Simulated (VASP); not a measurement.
## SrW: relaxation of cell and atoms with PBE

The system is SrW.

```
Sr W
1.0
     1.95158    1.12675    5.52639
    -1.95158    1.12675    5.52639
     0.00000   -2.25349    5.52639
Sr W
1 1
Direct
  0.50000 0.50000 0.50000
  0.00000 0.00000 0.00000
```

```
Program                : VASP 6.6.1
Task                   : relaxation of cell and atoms
Functional             : PBE
Potentials or basis    : VASP PAW PBE potentials, release 64 (Sr_sv, W_sv)
Cutoff                 : 600 eV
k mesh                 : 6 × 6 × 6
Occupations            : gaussian, width 0.1 eV
Spin                   : no spin polarisation
Dipole correction      : no
Further INCAR settings : ALGO = Normal; EDIFF = 1e-07; IBRION = 2; EDIFFG = -0.04; NSW = 90; ISIF = 3
```

| Property | Result |
| --- | --- |
| Relaxed volume | 23.04 Å³/atom |
| Relaxed cell | a = 5.908 Å, b = 5.908 Å, c = 5.908 Å, α = 30.15°, β = 30.15°, γ = 30.15° |
| Space group after relaxing (to 0.05 Å) | R-3m (No. 166) |
| Energy gained by relaxing | 956.2 meV/atom |
| Ionic steps | 7 |
| Pressure after relaxing | -0.1 GPa |
| Band gap on the k mesh | zero (band 12 reaches 6.51 eV, above the bottom of band 13 at 5.35 eV) |

Stress tensor (GPa, compression positive):
```
-0.21  0.00  0.00
 0.00 -0.21  0.00
 0.00  0.00  0.18
```

The path:
| step | energy change (eV) | largest force (eV/Å) | pressure (GPa) | volume (Å³) |
| --- | --- | --- | --- | --- |
| 1 | 0.0000 | 0.0000 | -11.03 | 72.91 |
| 2 | -1.5072 | 0.0000 | -2.17 | 49.40 |
| 3 | -1.5674 | 0.0000 | 2.19 | 46.21 |
| 4 | -1.8555 | 0.0000 | 6.43 | 43.01 |
| 5 | -1.8668 | 0.0000 | 5.42 | 43.48 |
| 6 | -1.8859 | 0.0000 | -3.57 | 48.20 |
| 7 | -1.9123 | 0.0000 | -0.08 | 46.08 |

Final structure:
```
CELL_PARAMETERS angstrom
1.53636 0.88702 5.63511
-1.53636 0.88702 5.63511
0.00000 -1.77404 5.63511
ATOMIC_POSITIONS crystal
Sr 0.50000 0.50000 0.50000
W 0.00000 0.00000 0.00000
```

Levels at points of the mesh, in eV from the Fermi level:
```tsv
k point	band 10	band 11	band 12	band 13	band 14	band 15
(0.00, 0.00, 0.00)	-2.52	0.16	0.16	0.68	1.12	1.85
(0.50, 0.00, 0.00)	-1.58	-1.03	-0.55	-0.10	1.37	1.51
(0.50, 0.50, 0.00)	-2.61	-1.97	0.55	1.02	1.43	4.00
(0.50, 0.50, 0.50)	-2.54	-0.87	0.21	0.21	0.91	2.14
```

Wall time 8.1 min on 1 thread of Intel(R) Xeon(R) Platinum 8259CL CPU @ 2.50GHz (Skylake/Cascade Lake) (shared host), peak memory 0.4 GiB.

Caveat: the volume moved by over 15 % at a fixed basis, so the end points are rough; spin-orbit coupling is left out, which moves the levels of the heavy elements.
